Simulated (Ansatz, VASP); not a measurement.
One calculation of PbS, two programs

POSCAR

```
PbS
1.0
    0.0000000000      2.9870575086      2.9870575086
    2.9870575086      0.0000000000      2.9870575086
    2.9870575086      2.9870575086      0.0000000000
Pb S
1 1
Direct
    0.0000000000      0.0000000000      0.0000000000
    0.5000000000      0.5000000000      0.5000000000
```

The input INCAR.step1:

```
ALGO = Normal ; EDIFF = 1E-4
ENCUT = 520 ; GGA = PE
ISMEAR = -1 ; LASPH = T
LCHARG = F ; LREAL = F
LWAVE = T ; NBANDS = 17
NELM = 60 ; PREC = Accurate
SIGMA = 0.05
```

File INCAR.step2:

```
ALGO = Normal ; EDIFF = 1E-7
ENCUT = 520 ; ISIF = 2
ISMEAR = -1 ; ISTART = 1
LASPH = T ; LCHARG = F
LMIXTAU = T ; LREAL = F
LWAVE = F ; METAGGA = R2SCAN
NBANDS = 17 ; NELM = 60
PREC = Accurate ; SIGMA = 0.05
```

KPOINTS

```
k-points
0
Gamma
  12 12 12
```

Input for Ansatz:

```yaml
crystal:
  lattice:
    - [0.0, 2.9870575086, 2.9870575086]
    - [2.9870575086, 0.0, 2.9870575086]
    - [2.9870575086, 2.9870575086, 0.0]
  atoms:
    - { symbol: Pb, position: [0.0, 0.0, 0.0] }
    - { symbol: S, position: [0.5, 0.5, 0.5] }
kpoints:
  mp_grid: { grid: [12, 12, 12] }
  band_path:
    path:
      - [0.0, 0.0, 0.0]
      - [0.5, 0.0, 0.5]
      - [0.625, 0.25, 0.625]
      - [0.375, 0.375, 0.75]
      - [0.0, 0.0, 0.0]
      - [0.5, 0.5, 0.5]
      - [0.5, 0.25, 0.75]
      - [0.5, 0.0, 0.5]
    npoints: 8
scf:
  occupations: { method: fermi_dirac, width: 0.05 }
hamiltonian:
  xc: r2scan
  pseudopotentials: { kind: paw }
output:
  forces: true
  stress: true
  eigenvalues: true
  populations: true
  dos: { projected: true, de: 0.2, e_range: [-14, 8] }
```

Change from the starting cell: volume scaled by 1, PAW files.

Alike in both runs: task single point; functional r2SCAN; k mesh 12 × 12 × 12; occupations fermi-dirac, width 0.05 eV; no spin polarisation.

|  | VASP | Ansatz |
| --- | --- | --- |
| version | VASP 6.6.1 | Ansatz 0.2.0 |
| potentials or method | VASP PAW PBE potentials, release 64 (Pb_d, S) | PAW with Ansatz's default frozen-core files, scalar-relativistic |
| plane-wave cutoff (eV) | 520 | 500 |
| valence electrons in the cell | 20 | 20 |

```csv
,VASP,Ansatz,Ansatz less VASP
pressure (GPa),0.0,0.0,+0.02
```

VASP's potentials were made for PBE, not for r2SCAN.

Neither program's run includes spin-orbit coupling.
